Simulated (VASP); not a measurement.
Here is a VASP 6.6.1 calculation.

The input INCAR:

```
SYSTEM = CoSn2
ALGO = Fast
EDIFF = 1E-6
EDIFFG = -0.01
ENCUT = 600
GGA = PS
IBRION = 2
ISIF = 3
ISMEAR = 0
LASPH = .True.
LCHARG = .False.
LREAL = .False.
LWAVE = .False.
NELM = 80
NSW = 80
PREC = Accurate
SIGMA = 0.1
```

File KPOINTS:

```
k-points
0
Gamma
  8 8 8
  0 0 0
```

POSCAR

```
CoSn2
1.0
   -3.1825000000      3.1825000000      2.7285000000
    3.1825000000     -3.1825000000      2.7285000000
    3.1825000000      3.1825000000     -2.7285000000
Co Sn
2 4
Direct
    0.2500000000      0.2500000000      0.0000000000
    0.7500000000      0.7500000000      0.0000000000
    0.6580000000      0.1580000000      0.8160000000
    0.1580000000      0.3420000000      0.5000000000
    0.3420000000      0.8420000000      0.1840000000
    0.8420000000      0.6580000000      0.5000000000
```

Potentials or basis: VASP PAW PBE potentials, release 64 (Co, Sn_d).

Command:

```bash
$ cat potpaw_PBE.64/Co/POTCAR potpaw_PBE.64/Sn_d/POTCAR > POTCAR
$ mpirun -np 1 vasp_std > vasp.out
```

(1) What does it give for the relaxed cell?

(2) Estimate the space group after relaxing (to 0.1 Å).

## Answers

(1) a = 5.197 Å, b = 5.197 Å, c = 5.197 Å, α = 105.66°, β = 105.66°, γ = 117.41°.

(2) I4/mcm (No. 140).

Caveat: the run has no spin polarisation, though such a crystal can be magnetic.
